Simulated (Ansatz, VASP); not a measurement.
# Al3Cu in VASP and in Ansatz

```
CELL_PARAMETERS angstrom
2.61290 0.00000 0.00000
0.00000 2.94646 0.00000
0.00000 0.00000 7.60296
ATOMIC_POSITIONS crystal
Al 0.00000 0.00000 0.50000
Al 0.50000 0.50000 0.22069
Al 0.50000 0.50000 0.77931
Cu 0.00000 0.00000 0.00000
```

Change from the starting cell: strain -0.0600 x Voigt [1, -1, 0, 0, 0, 0], atoms carried along.

Alike in both runs: task single point; functional PBEsol; k mesh 18 × 18 × 6; occupations gaussian, width 0.15 eV; no spin polarisation.

|  | VASP | Ansatz |
| --- | --- | --- |
| version | VASP 6.6.1 | Ansatz 0.2.0 |
| potentials or method | VASP PAW PBE potentials, release 64 (Al, Cu), cutoff 520 eV | scalar-relativistic, plane waves, PAW |
| valence electrons in the cell | 20 | 28 |

|  | VASP | Ansatz | Ansatz less VASP |
| --- | --- | --- | --- |
| gap on the k mesh at the Fermi level (eV) | none | none | - |
| pressure (GPa) | 1.4 | 1.7 | +0.26 |
| traceless stress, the component that is largest in VASP (GPa) | 7.07 | 7.00 | -0.068 |
| rms of the force components (eV/Å) | 0.018 | 0.009 | -0.0087 |

VASP's potentials were made for PBE, not for PBEsol. Atom by atom the forces differ by 0.009 eV/Å (rms over components). A gap of «none» marks a metal or a gap that the smearing closes. VASP's potentials hold 20 valence electrons a cell and Ansatz's 28, so a difference there can come from the potentials and not from the codes.
